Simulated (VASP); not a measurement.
# Pb (Fm-3m) in VASP: single point with PBE+D3(BJ)

Aim: the single point of Pb with PBE+D3(BJ).

All numbers are computed with VASP 6.6.1; they aren't measurements. Logs are shortened: lines on timing, memory, paths and dates and some standing lists are left out, and cuts for length are marked.

## 1. The cell of the first run

It takes space group Fm-3m (No. 225, cubic). The conventional cell has a = 4.959 Å, b = 4.959 Å, c = 4.959 Å, α = 90.00°, β = 90.00°, γ = 90.00°. Pb (site symmetry m-3m) has 12 Pb at 3.51 Å within 4.6 Å.

## 2. Single point, PBE+D3(BJ)

Contents of INCAR:

```
PREC = Accurate ; ENCUT = 500
EDIFF = 1E-6 ; ISMEAR = 0
SIGMA = 0.1 ; LREAL = F
LASPH = T ; NELM = 120
ALGO = Normal ; ISIF = 2
LWAVE = F ; LCHARG = F
GGA = PE ; IVDW = 12
NBANDS = 13 ; GGA_COMPAT = F
```

Contents of KPOINTS:

```
Automatic mesh
0
Gamma
  14 14 14
```

Contents of POSCAR:

```
Pb
1.0
    0.0000000000      2.4795026435      2.4795026435
    2.4795026435      0.0000000000      2.4795026435
    2.4795026435      2.4795026435      0.0000000000
Pb
1
Direct
    0.0000000000      0.0000000000      0.0000000000
```

Potentials or basis: VASP PAW PBE potentials, release 64 (Pb_d).

On the command line:

```
> cat potpaw_PBE.64/Pb_d/POTCAR > POTCAR
> mpirun -np 1 vasp_std > vasp.out
```

OUTCAR:

```text
PREC = Accurate
   ENCUT = 500
   EDIFF = 1E-6
   ISMEAR = 0
   LREAL = F
   LASPH = T
   NELM = 120
   ISIF = 2
   GGA = PE
   IVDW = 12
 IVDW          = 12

 ion  position               nearest neighbor table
   1  0.000  0.000  0.000-

  LATTYP: Found a face centered cubic cell.
 ALAT       =     4.9590052870

  Lattice vectors:

 A1 = (   0.0000000000,   2.4795026435,   2.4795026435)
 A2 = (   2.4795026435,   0.0000000000,   2.4795026435)
 A3 = (   2.4795026435,   2.4795026435,   0.0000000000)

Analysis of symmetry for initial positions (statically):
=====================================================================
 Subroutine PRICEL returns:
 Original cell was already a primitive cell.

 Routine SETGRP: Setting up the symmetry group for a
 face centered cubic supercell.

 Subroutine GETGRP returns: Found 48 space group operations
 (whereof 48 operations were pure point group operations)
 out of a pool of 48 trial point group operations.

The static configuration has the point symmetry O_h .

Analysis of symmetry for dynamics (positions and initial velocities):
=====================================================================
 Subroutine PRICEL returns:
 Original cell was already a primitive cell.

 Routine SETGRP: Setting up the symmetry group for a
 face centered cubic supercell.

 Subroutine GETGRP returns: Found 48 space group operations
 (whereof 48 operations were pure point group operations)
 out of a pool of 48 trial point group operations.

The dynamic configuration has the point symmetry O_h .

 Subroutine INISYM returns: Found 48 space group operations
 (whereof 48 operations are pure point group operations),
 and found     1 'primitive' translations

----------------------------------------------------------------------------------------

                                     Primitive cell

  volume of cell :      30.4876

  direct lattice vectors                    reciprocal lattice vectors
     0.000000000  2.479502644  2.479502644    -0.201653344  0.201653344  0.201653344
     2.479502644  0.000000000  2.479502644     0.201653344 -0.201653344  0.201653344
     2.479502644  2.479502644  0.000000000     0.201653344  0.201653344 -0.201653344

  length of vectors
     3.506546266  3.506546266  3.506546266     0.349273838  0.349273838  0.349273838

  position of ions in fractional coordinates (direct lattice)
     0.000000000  0.000000000  0.000000000

  ion indices of the primitive-cell ions
   primitive index   ion index
                 1           1

----------------------------------------------------------------------------------------

 KPOINTS: Automatic mesh

Automatic generation of k-mesh.
 Grid dimensions read from file:
 generate k-points for:   14   14   14

 Generating k-lattice:

  Cartesian coordinates                     Fractional coordinates (reciprocal lattice)
    -0.014403810  0.014403810  0.014403810     0.071428571  0.000000000  0.000000000
     0.014403810 -0.014403810  0.014403810     0.000000000  0.071428571  0.000000000
     0.014403810  0.014403810 -0.014403810     0.000000000  0.000000000  0.071428571

  Length of vectors
     0.024948131  0.024948131  0.024948131

  Shift w.r.t. Gamma in fractional coordinates (k-lattice)
     0.000000000  0.000000000  0.000000000

 Subroutine IBZKPT returns following result:
 ===========================================

 Found    104 irreducible k-points:

 Following reciprocal coordinates:
            Coordinates               Weight
  0.000000  0.000000  0.000000      1.000000
  0.071429  0.000000  0.000000      8.000000
  0.142857  0.000000  0.000000      8.000000
  0.214286  0.000000  0.000000      8.000000
  0.285714  0.000000  0.000000      8.000000
  0.357143  0.000000  0.000000      8.000000
[... 16 lines left out ...]
  0.214286  0.142857  0.000000     24.000000
  0.285714  0.142857  0.000000     24.000000
 [... further k-points ...]
   k-points           NKPTS =    104   k-points in BZ     NKDIM =    104   number of bands    NBANDS=     13
   number of dos      NEDOS =    301   number of ions     NIONS =      1
   total plane-waves  NPLWV =  21952
   dimension x,y,z NGX =    28 NGY =   28 NGZ =   28
   dimension x,y,z NGXF=    56 NGYF=   56 NGZF=   56
   ions per type =               1
   NGX,Y,Z   is equivalent  to a cutoff of  13.27, 13.27, 13.27 a.u.
   NGXF,Y,Z  is equivalent  to a cutoff of  26.55, 26.55, 26.55 a.u.
 SYSTEM =  unknown system
   PREC   = accura    normal or accurate (medium, high low for compatibility)
   ISTART =      0    job   : 0-new  1-cont  2-samecut
   ICHARG =      2    charge: 1-file 2-atom 10-const
   ISPIN  =      1    spin polarized calculation?
   LNONCOLLINEAR =      F non collinear calculations
   LSORBIT =      F    spin-orbit coupling
   LASPH  =      T    aspherical Exc in radial PAW
   ENCUT  =  500.0 eV  36.75 Ry    6.06 a.u.   6.39  6.39  6.39*2*pi/ulx,y,z
   NELM   =    120;   NELMIN=  2; NELMDL= -5     # of ELM steps
   EDIFF  = 0.1E-05   stopping-criterion for ELM
   LREAL  =      F    real-space projection
[... 7 lines left out ...]
   TEBEG  =    0.0;   TEEND  =   0.0 temperature during run
   PSTRESS=    0.0 pullay stress
   NELECT =      14.0000    total number of electrons
   NUPDOWN=      -1.0000    fix difference up-down
   EMIN   =  10.00;   EMAX   =-10.00  energy-range for DOS
   EFERMI =   0.00;   METHOD = LEGACY
   ISMEAR =     0;   SIGMA  =   0.10  broadening in eV -4-tet -1-fermi 0-gaus
   EFERMI_NEDOS =   21; number of points for ismear=-14 and -15
   IALGO  =     38    algorithm
   IMIX   =      4    mixing-type and parameters
     AMIX     =   0.40;   BMIX     =  1.00
     AMIX_MAG =   1.60;   BMIX_MAG =  1.00
  volume/ion in A,a.u.               =      30.49       205.74
  Fermi-wavevector in a.u.,A,eV,Ry     =   1.263018  2.386758 21.704217  1.595215
  Thomas-Fermi vector in A             =   2.396397
   LORBIT       =      0    0 simple, 1 ext, 2 COOP (PROOUT), +10 PAW based schemes
   GGA     = PE    functional components
   LHFCALC =     F    Hartree Fock is set to
   AEXX    =    0.0000 exact exchange contribution
   IVDW    =    12    specifies the selected vdW correction
   LEPSILON=     F    determine dielectric tensor
   LRPA    =     F    only Hartree local field effects (RPA)
 non-spin polarized calculation
 Gauss-broadening in eV      SIGMA  =   0.10
  energy-cutoff  :      500.00
  volume of cell :       30.49
 maximum number of plane-waves:       785
 NGX is ok and might be reduce to    28
   NGX = 13   NGY = 13   NGZ = 13

 number of electron      14.0000000 magnetization

 Free energy of the ion-electron system (eV)
  ---------------------------------------------------
  ext. energy  EPLUGINS =         0.00000000
  ---------------------------------------------------
  free energy    TOTEN  =        -3.55882398 eV

  energy without entropy =       -3.55665772  energy(sigma->0) =       -3.55774085

 E-fermi :   7.2570     XC(G=0): -10.1588

 val. band max:        7.1159561752   @ k =   0.3571   0.1429   0.0714
 cond. band min:       7.2587824387   @ k =   0.3571   0.2143   0.0000
 fundamental gap:      0.1428262635
 Fermi energy:         7.2570196786

 k-point     1 :       0.0000    0.0000    0.0000
  band No.  band energies     occupation
      1      -9.8468      2.00000
      2      -9.8468      2.00000
      3      -9.8468      2.00000
      4      -9.7091      2.00000
      5      -9.7091      2.00000
      6      -4.4962      2.00000
      7      14.5968      0.00000
      8      14.5968      0.00000
      9      14.5968      0.00000
     10      16.9811      0.00000
     11      18.4917      0.00000
     12      19.6659      0.00000
     13      19.6659      0.00000

 k-point     2 :       0.0714    0.0000    0.0000
  band No.  band energies     occupation
      1      -9.8469      2.00000
      2      -9.8395      2.00000
      3      -9.8395      2.00000
      4      -9.7096      2.00000
      5      -9.7096      2.00000
      6      -4.3985      2.00000
      7      13.4077      0.00000
      8      14.4736      0.00000
      9      14.4736      0.00000
     10      16.7473      0.00000
     11      19.0271      0.00000
     12      19.8850      0.00000
     13      19.8850      0.00000

 k-point     3 :       0.1429    0.0000    0.0000
  band No.  band energies     occupation
      1      -9.8481      2.00000
      2      -9.8229      2.00000
      3      -9.8229      2.00000
      4      -9.7071      2.00000
      5      -9.7071      2.00000
      6      -4.1052      2.00000
      7      11.2491      0.00000
      8      14.1607      0.00000
      9      14.1607      0.00000
     10      16.4570      0.00000
     11      19.8515      0.00000
     12      20.3292      0.00000
     13      20.3848      0.00000
[... 305 lines left out ...]
 k-point    23 :       0.2143    0.1429    0.0000
  band No.  band energies     occupation
      1      -9.8865      2.00000
      2      -9.7770      2.00000
      3      -9.7698      2.00000
      4      -9.7469      2.00000
      5      -9.6708      2.00000
      6      -3.6181      2.00000
      7      10.4750      0.00000
      8      12.3418      0.00000
      9      12.6487      0.00000
     10      15.8254      0.00000
     11      16.8349      0.00000
     12      21.3578      0.00000
     13      22.2340      0.00000

 k-point    24 :       0.2857    0.1429    0.0000
  band No.  band energies     occupation
      1      -9.8870      2.00000
      2      -9.7899      2.00000
      3      -9.7621      2.00000
      4      -9.7208      2.00000
      5      -9.6410      2.00000
      6      -3.0722      2.00000
      7       8.4537      0.00000
      8      11.9276      0.00000
      9      12.1674      0.00000
     10      15.6404      0.00000
     11      17.2299      0.00000
     12      20.9212      0.00000
     13      21.6070      0.00000

 [... further k-points ...]

------------------------ aborting loop because EDIFF is reached ----------------------------------------

 Edisp (eV)   -0.40740

 E8    (eV) :    -0.2065

  FORCE on cell =-STRESS in cart. coord.  units (eV):
  Direction    XX          YY          ZZ          XY          YZ          ZX
  --------------------------------------------------------------------------------------
  -------------------------------------------------------------------------------------
  Total      -0.01063    -0.01063    -0.01063     0.00000     0.00000    -0.00000
  in kB      -0.55837    -0.55837    -0.55837     0.00000     0.00000    -0.00000
  external pressure =       -0.56 kB  Pullay stress =        0.00 kB

 VOLUME and BASIS-vectors are now :
 -----------------------------------------------------------------------------
  energy-cutoff  :      500.00
  volume of cell :       30.49
      direct lattice vectors                 reciprocal lattice vectors
     0.000000000  2.479502644  2.479502644    -0.201653344  0.201653344  0.201653344
     2.479502644  0.000000000  2.479502644     0.201653344 -0.201653344  0.201653344
     2.479502644  2.479502644  0.000000000     0.201653344  0.201653344 -0.201653344

 POSITION                                       TOTAL-FORCE (eV/Angst)
 -----------------------------------------------------------------------------------
      0.00000      0.00000      0.00000         0.000000      0.000000      0.000000
 -----------------------------------------------------------------------------------
    total drift:                               -0.000000     -0.000000     -0.000000

  FREE ENERGIE OF THE ION-ELECTRON SYSTEM (eV)
  ---------------------------------------------------
  free  energy   TOTEN  =        -3.9662263745 eV

  energy  without entropy=       -3.9640601198  energy(sigma->0) =       -3.96514325
```

Run time: 66 s. Hardware: 1 thread of Intel Xeon 8259CL, shared host; peak memory 0.19 GiB.

Results:

* Free energy: -3.9662 eV
* Pressure: -0.1 GPa
* Band gap on the k mesh: zero (bands 7 and 8 overlap by 8.92 eV)
* Dispersion energy per atom: -0.407 eV

Caveat: spin-orbit coupling is left out, which moves the levels of the heavy elements.
